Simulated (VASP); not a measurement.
Here is a VASP 6.6.1 calculation.

The input INCAR:

```
PREC     = Accurate       # precision mode
ENCUT    = 520            # plane-wave cutoff, eV
EDIFF    = 1E-6           # SCF threshold, eV
ISMEAR   = 0              # smearing method
SIGMA    = 0.05           # smearing width, eV
LREAL    = F              # projectors in reciprocal space
LASPH    = T              # aspherical terms in the spheres
NELM     = 80             # most SCF steps
ALGO     = Normal         # electronic algorithm
ISIF     = 2              # what is computed and relaxed
LWAVE    = F              # write WAVECAR
LCHARG   = T              # write CHGCAR
GGA      = PE             # functional
LELF     = T              # ELF
LVHAR    = T            
NBANDS   = 11             # bands
```

KPOINTS

```
regular mesh
0
Gamma
  12 12 12
```

Contents of POSCAR:

```
C
1.0
    0.0000000000      1.7292697187      1.8589649476
    1.7292697187      0.0000000000      1.8589649476
    1.7292697187      1.7292697187      0.0000000000
C
2
Direct
    0.5000000000      0.5000000000      0.5000000000
    0.7500000000      0.7500000000      0.7500000000
```

Potentials or basis: VASP PAW PBE potentials, release 64 (C).

Launch:

```console
$ cat potpaw_PBE.64/C/POTCAR > POTCAR
$ mpirun -np 1 vasp_std > vasp.out
```

(1) Estimate the band gap on the k mesh.

(2) Predict the pressure.

## Answers

(1) 3.28 eV, indirect (least direct gap 5.00 eV).

(2) 11.8 GPa.
